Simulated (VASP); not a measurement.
Set up this calculation in VASP 6.6.1, as the native input.

| Property | Result |
| --- | --- |
| Task | single point |
| Functional | r2SCAN |
| Potentials or basis | VASP PAW PBE potentials, release 64 (Al, Ni) |
| Cutoff | 520 eV |
| k mesh | 14 × 14 × 14 |
| Occupations | gaussian, width 0.1 eV |
| Spin | no spin polarisation |
| Dipole correction | no |
| Further INCAR settings | ALGO = Normal; EDIFF = 1e-06; NBANDS = 14 |

Crystal: AlNi.

```
Al Ni
1.0
     2.86331    0.00000    0.00000
     0.00000    2.86331    0.00000
     0.00000    0.00000    2.86331
Al Ni
1 1
Direct
  0.50000 0.50000 0.50000
  0.00000 0.00000 0.00000
```

One way to write it, as run:

POSCAR

```
AlNi
1.0
    2.8633133089      0.0000000000      0.0000000000
    0.0000000000      2.8633133089      0.0000000000
    0.0000000000      0.0000000000      2.8633133089
Al Ni
1 1
Direct
    0.5000000000      0.5000000000      0.5000000000
    0.0000000000      0.0000000000      0.0000000000
```

INCAR.step1

```
PREC = Accurate
ENCUT = 520
ISMEAR = 0
SIGMA = 0.1
LREAL = F
LASPH = T
NELM = 100
NBANDS = 14
GGA = PE
ALGO = Normal
EDIFF = 1E-4
LWAVE = T
LCHARG = F
```

INCAR.step2

```
PREC = Accurate
ENCUT = 520
EDIFF = 1E-6
ISMEAR = 0
SIGMA = 0.1
LREAL = F
LASPH = T
NELM = 100
ALGO = Normal
ISIF = 2
LWAVE = F
LCHARG = F
METAGGA = R2SCAN
LMIXTAU = T
NBANDS = 14
ISTART = 1
```

KPOINTS

```
Automatic mesh
0
Gamma
  14 14 14
```

Potentials or basis: VASP PAW PBE potentials, release 64 (Al, Ni).

Command:

```console
$ cat potpaw_PBE.64/Al/POTCAR potpaw_PBE.64/Ni/POTCAR > POTCAR
$ cp INCAR.step1 INCAR
$ mpirun -np 1 vasp_std > vasp.out
$ cp INCAR.step2 INCAR
$ mpirun -np 1 vasp_std > vasp.out
```

It gave:

- Pressure: -0.2 GPa

Caveat: the PAW data sets were made with another functional, which shifts forces and pressure a little.

It took 64 s on 1 thread of Intel(R) Xeon(R) Platinum 8488C (Sapphire Rapids) (shared host), peak memory 0.17 GiB.
